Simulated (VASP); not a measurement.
# Re (P6/mmm) in VASP: further runs

The runs below take Re through single point, relaxation of cell and atoms, with PBE.

Everything below comes from runs of VASP 6.6.1. Logs are shortened: lines on timing, memory, paths and dates and some standing lists are left out, and cuts for length are marked.

### Step 1. The cell of the first run

Symmetry: P6/mmm, No. 191, hexagonal system. Conventional cell: a = 3.865 Å, b = 3.865 Å, c = 3.295 Å, α = 90.00°, β = 90.00°, γ = 120.00°. Within 3.0 Å of Re (site symmetry -6m2) lie 9 Re at 2.23 to 2.77 Å. Within 3.7 Å of Re (site symmetry 6/mmm) lie 14 Re at 2.77 to 3.29 Å.

### Step 2. Single point, PBE

Input file INCAR:

```
PREC = Accurate
ENCUT = 520
EDIFF = 1E-7
ISMEAR = 0
SIGMA = 0.1
LREAL = False
LASPH = True
NELM = 100
ALGO = Normal
ISIF = 2
LWAVE = False
LCHARG = False
GGA = PE
NBANDS = 18
```

Input file KPOINTS:

```
Automatic mesh
0
Gamma
  6 6 6
```

Input file POSCAR:

```
Re
1.0
    3.8650874558      0.0000000000      0.0000000000
   -1.9325437279      3.3472639245      0.0000000000
    0.0000000000      0.0000000000      3.2946876203
Re
3
Direct
    0.3333333333      0.6666666667      0.5000000000
    0.0000000000      0.0000000000      0.0000000000
    0.6666666667      0.3333333333      0.5000000000
```

Potentials or basis: VASP PAW PBE potentials, release 64 (Re).

Run with:

```sh
$ cat potpaw_PBE.64/Re/POTCAR > POTCAR
$ mpirun -np 1 vasp_std > vasp.out
```

OUTCAR:

```text
PREC = Accurate
   ENCUT = 520
   EDIFF = 1E-7
   ISMEAR = 0
   LREAL = False
   LASPH = True
   NELM = 100
   ISIF = 2
   GGA = PE

 ion  position               nearest neighbor table
   1  0.333  0.667  0.500-   3 2.23   3 2.23   3 2.23   2 2.77   2 2.77   2 2.77   2 2.77   2 2.77
                             2 2.77
   2  0.000  0.000  0.000-   1 2.77   3 2.77   1 2.77   3 2.77   1 2.77   1 2.77   3 2.77   3 2.77
                             3 2.77   3 2.77   1 2.77   1 2.77
   3  0.667  0.333  0.500-   1 2.23   1 2.23   1 2.23   2 2.77   2 2.77   2 2.77   2 2.77   2 2.77
                             2 2.77

  LATTYP: Found a hexagonal cell.
 ALAT       =     3.8650874558
 C/A-ratio  =     0.8524225281

  Lattice vectors:

 A1 = (   3.8650874558,   0.0000000000,   0.0000000000)
 A2 = (  -1.9325437279,   3.3472639245,   0.0000000000)
 A3 = (   0.0000000000,   0.0000000000,   3.2946876203)

Analysis of symmetry for initial positions (statically):
=====================================================================
 Subroutine PRICEL returns:
 Original cell was already a primitive cell.

 Routine SETGRP: Setting up the symmetry group for a
 hexagonal supercell.

 Subroutine GETGRP returns: Found 24 space group operations
 (whereof 24 operations were pure point group operations)
 out of a pool of 24 trial point group operations.

The static configuration has the point symmetry D_6h.

Analysis of symmetry for dynamics (positions and initial velocities):
=====================================================================
 Subroutine PRICEL returns:
 Original cell was already a primitive cell.

 Routine SETGRP: Setting up the symmetry group for a
 hexagonal supercell.

 Subroutine GETGRP returns: Found 24 space group operations
 (whereof 24 operations were pure point group operations)
 out of a pool of 24 trial point group operations.

The dynamic configuration has the point symmetry D_6h.

 Subroutine INISYM returns: Found 24 space group operations
 (whereof 24 operations are pure point group operations),
 and found     1 'primitive' translations

----------------------------------------------------------------------------------------

                                     Primitive cell

  volume of cell :      42.6249

  direct lattice vectors                    reciprocal lattice vectors
     3.865087456  0.000000000  0.000000000     0.258726358  0.149375732  0.000000000
    -1.932543728  3.347263924  0.000000000     0.000000000  0.298751465  0.000000000
     0.000000000  0.000000000  3.294687620     0.000000000  0.000000000  0.303518911

  length of vectors
     3.865087456  3.865087456  3.294687620     0.298751465  0.298751465  0.303518911

  position of ions in fractional coordinates (direct lattice)
     0.333333333  0.666666667  0.500000000
     0.000000000  0.000000000  0.000000000
     0.666666667  0.333333333  0.500000000

  ion indices of the primitive-cell ions
   primitive index   ion index
                 1           1
                 2           2
                 3           3

----------------------------------------------------------------------------------------

 KPOINTS: Automatic mesh

Automatic generation of k-mesh.
 Grid dimensions read from file:
 generate k-points for:    6    6    6

 Generating k-lattice:

  Cartesian coordinates                     Fractional coordinates (reciprocal lattice)
     0.043121060  0.024895955  0.000000000     0.166666667  0.000000000  0.000000000
     0.000000000  0.049791911  0.000000000     0.000000000  0.166666667  0.000000000
     0.000000000  0.000000000  0.050586485     0.000000000  0.000000000  0.166666667

  Length of vectors
     0.049791911  0.049791911  0.050586485

  Shift w.r.t. Gamma in fractional coordinates (k-lattice)
     0.000000000  0.000000000  0.000000000

 Subroutine IBZKPT returns following result:
 ===========================================

 Found     28 irreducible k-points:

 Following reciprocal coordinates:
            Coordinates               Weight
  0.000000  0.000000  0.000000      1.000000
  0.166667  0.000000  0.000000      6.000000
  0.333333  0.000000  0.000000      6.000000
  0.500000  0.000000  0.000000      3.000000
  0.166667  0.166667  0.000000      6.000000
  0.333333  0.166667  0.000000     12.000000
[... 16 lines left out ...]
  0.166667  0.000000  0.500000      6.000000
  0.333333  0.000000  0.500000      6.000000
 [... further k-points ...]
   k-points           NKPTS =     28   k-points in BZ     NKDIM =     28   number of bands    NBANDS=     18
   number of dos      NEDOS =    301   number of ions     NIONS =      3
   total plane-waves  NPLWV =  25200
   dimension x,y,z NGX =    30 NGY =   30 NGZ =   28
   dimension x,y,z NGXF=    60 NGYF=   60 NGZF=   56
   ions per type =               3
   NGX,Y,Z   is equivalent  to a cutoff of  12.90, 12.90, 14.13 a.u.
   NGXF,Y,Z  is equivalent  to a cutoff of  25.81, 25.81, 28.26 a.u.
 SYSTEM =  unknown system
   PREC   = accura    normal or accurate (medium, high low for compatibility)
   ISTART =      0    job   : 0-new  1-cont  2-samecut
   ICHARG =      2    charge: 1-file 2-atom 10-const
   ISPIN  =      1    spin polarized calculation?
   LNONCOLLINEAR =      F non collinear calculations
   LSORBIT =      F    spin-orbit coupling
   LASPH  =      T    aspherical Exc in radial PAW
   ENCUT  =  520.0 eV  38.22 Ry    6.18 a.u.   7.19  7.19  6.13*2*pi/ulx,y,z
   NELM   =    100;   NELMIN=  2; NELMDL= -5     # of ELM steps
   EDIFF  = 0.1E-06   stopping-criterion for ELM
   LREAL  =      F    real-space projection
   EDIFFG = 0.1E-05   stopping-criterion for IOM
   NSW    =      0    number of steps for IOM
   IBRION =     -1    ionic relax: 0-MD 1-quasi-New 2-CG
   NFREE  =      0    steps in history (QN), initial steepest desc. (CG)
   ISIF   =      2    stress and relaxation
   ISYM   =      2    0-nonsym 1-usesym 2-fastsym
   POTIM  = 0.5000    time-step for ionic-motion
   TEBEG  =    0.0;   TEEND  =   0.0 temperature during run
   PSTRESS=    0.0 pullay stress
   NELECT =      21.0000    total number of electrons
   NUPDOWN=      -1.0000    fix difference up-down
   EMIN   =  10.00;   EMAX   =-10.00  energy-range for DOS
   EFERMI =   0.00;   METHOD = LEGACY
   ISMEAR =     0;   SIGMA  =   0.10  broadening in eV -4-tet -1-fermi 0-gaus
   EFERMI_NEDOS =   21; number of points for ismear=-14 and -15
   IALGO  =     38    algorithm
   IMIX   =      4    mixing-type and parameters
     AMIX     =   0.40;   BMIX     =  1.00
     AMIX_MAG =   1.60;   BMIX_MAG =  1.00
  volume/ion in A,a.u.               =      14.21        95.88
  Fermi-wavevector in a.u.,A,eV,Ry     =   1.292985  2.443387 22.746352  1.671810
  Thomas-Fermi vector in A             =   2.424659
   LORBIT       =      0    0 simple, 1 ext, 2 COOP (PROOUT), +10 PAW based schemes
   GGA     = PE    functional components
   LHFCALC =     F    Hartree Fock is set to
   AEXX    =    0.0000 exact exchange contribution
   IVDW    =     0    specifies the selected vdW correction
   LEPSILON=     F    determine dielectric tensor
   LRPA    =     F    only Hartree local field effects (RPA)
 non-spin polarized calculation
 Gauss-broadening in eV      SIGMA  =   0.10
  energy-cutoff  :      520.00
  volume of cell :       42.62
 maximum number of plane-waves:      1164
 NGX is ok and might be reduce to    30
   NGX = 15   NGY = 15   NGZ = 13

 number of electron      21.0000003 magnetization

 Free energy of the ion-electron system (eV)
  ---------------------------------------------------
  ext. energy  EPLUGINS =         0.00000000
  ---------------------------------------------------
  free energy    TOTEN  =       -32.65219472 eV

  energy without entropy =      -32.64110211  energy(sigma->0) =      -32.64664842

 E-fermi :   8.6203     XC(G=0): -13.7775

 val. band max:        8.6022562852   @ k =   0.5000   0.0000   0.0000
 cond. band min:       8.6411497610   @ k =   0.1667   0.1667   0.5000
 fundamental gap:      0.0388934757
 Fermi energy:         8.6202722638

 k-point     1 :       0.0000    0.0000    0.0000
  band No.  band energies     occupation
      1      -1.6347      2.00000
      2       1.6327      2.00000
      3       5.6386      2.00000
      4       5.6386      2.00000
      5       5.8406      2.00000
      6       5.8406      2.00000
[... 10 lines left out ...]
     17      15.3816      0.00000
     18      20.4006      0.00000

 k-point     2 :       0.1667    0.0000    0.0000
  band No.  band energies     occupation
      1      -1.0246      2.00000
      2       2.0301      2.00000
      3       3.9285      2.00000
      4       4.5179      2.00000
      5       4.8175      2.00000
      6       4.9389      2.00000
[... 10 lines left out ...]
     17      18.0932      0.00000
     18      18.5071      0.00000

 k-point     3 :       0.3333    0.0000    0.0000
  band No.  band energies     occupation
      1       0.4853      2.00000
      2       1.8895      2.00000
      3       3.5371      2.00000
      4       3.6640      2.00000
      5       4.0533      2.00000
      6       4.2429      2.00000
[... 10 lines left out ...]
     17      15.6871      0.00000
     18      15.7120      0.00000

 k-point     4 :       0.5000    0.0000    0.0000
  band No.  band energies     occupation
      1       0.9155      2.00000
      2       2.4272      2.00000
      3       2.8556      2.00000
      4       3.3716      2.00000
      5       3.9945      2.00000
      6       5.1337      2.00000
[... 375 lines left out ...]
      4       3.3309      2.00000
      5       3.4111      2.00000
      6       3.4111      2.00000
[... 10 lines left out ...]
     17      12.7662      0.00000
     18      17.4227      0.00000

 k-point    23 :       0.1667    0.0000    0.5000
  band No.  band energies     occupation
      1       1.4269      2.00000
      2       2.5447      2.00000
      3       2.5742      2.00000
      4       3.3577      2.00000
      5       3.4805      2.00000
      6       3.5456      2.00000
[... 10 lines left out ...]
     17      12.7431      0.00000
     18      17.8515      0.00000

 k-point    24 :       0.3333    0.0000    0.5000
  band No.  band energies     occupation
      1       1.7932      2.00000
      2       2.3119      2.00000
      3       3.0439      2.00000
      4       3.2021      2.00000
      5       3.4680      2.00000
      6       4.6693      2.00000
[... 10 lines left out ...]
     17      13.1940      0.00000
     18      16.8625      0.00000

 [... further k-points ...]

------------------------ aborting loop because EDIFF is reached ----------------------------------------

  FORCE on cell =-STRESS in cart. coord.  units (eV):
  Direction    XX          YY          ZZ          XY          YZ          ZX
  --------------------------------------------------------------------------------------
  -------------------------------------------------------------------------------------
  Total       26.9903292     26.9903292     -0.5980218      0.0000000     -0.0000000      0.0000000
  in kB     1014.5074448   1014.5074448    -22.4783299      0.0000000     -0.0000000      0.0000000
  external PRESSURE =     668.8455199 kB  Pullay stress =       0.0000000 kB

 VOLUME and BASIS-vectors are now :
 -----------------------------------------------------------------------------
  energy-cutoff  :      520.00
  volume of cell :       42.62
      direct lattice vectors                 reciprocal lattice vectors
     3.865087456  0.000000000  0.000000000     0.258726358  0.149375732  0.000000000
    -1.932543728  3.347263924  0.000000000     0.000000000  0.298751465  0.000000000
     0.000000000  0.000000000  3.294687620     0.000000000  0.000000000  0.303518911

 POSITION                                       TOTAL-FORCE (eV/Angst)
 -----------------------------------------------------------------------------------
     -0.00000      2.23151      1.64734         0.000000      0.000000      0.000000
      0.00000      0.00000      0.00000        -0.000000      0.000000      0.000000
      1.93254      1.11575      1.64734        -0.000000      0.000000     -0.000000
 -----------------------------------------------------------------------------------
    total drift:                                0.000000     -0.000000      0.000000

  FREE ENERGIE OF THE ION-ELECTRON SYSTEM (eV)
  ---------------------------------------------------
  free  energy   TOTEN  =       -32.6521947195 eV

  energy  without entropy=      -32.6411021114  energy(sigma->0) =      -32.64664842
```

Wall time 19 s (1 thread of Intel Xeon Platinum 8488C (Sapphire Rapids), shared host); peak memory 0.16 GiB.

Results:

| Property | Result |
| --- | --- |
| Free energy | -32.6522 eV |
| Pressure | 66.9 GPa |

Levels at points of the mesh, in eV from the Fermi level:
| k point | band 7 | band 8 | band 9 | band 10 | band 11 | band 12 | band 13 | band 14 |
| --- | --- | --- | --- | --- | --- | --- | --- | --- |
| (0.00, 0.00, 0.00) | -2.46 | -2.46 | -2.43 | -2.43 | -0.78 | -0.43 | -0.43 | 0.30 |
| (0.50, 0.00, 0.00) | -2.95 | -2.77 | -2.44 | -1.23 | -0.02 | 2.46 | 3.03 | 3.11 |
| (0.00, 0.00, 0.50) | -0.81 | -0.81 | 0.34 | 0.50 | 0.50 | 1.50 | 3.02 | 3.02 |
| (0.50, 0.00, 0.50) | -1.65 | -1.55 | -0.69 | -0.64 | -0.46 | 0.97 | 2.48 | 3.29 |

Caveat: spin-orbit coupling is left out, which moves the levels of the heavy elements.

(Continued in part 2 of 3.)
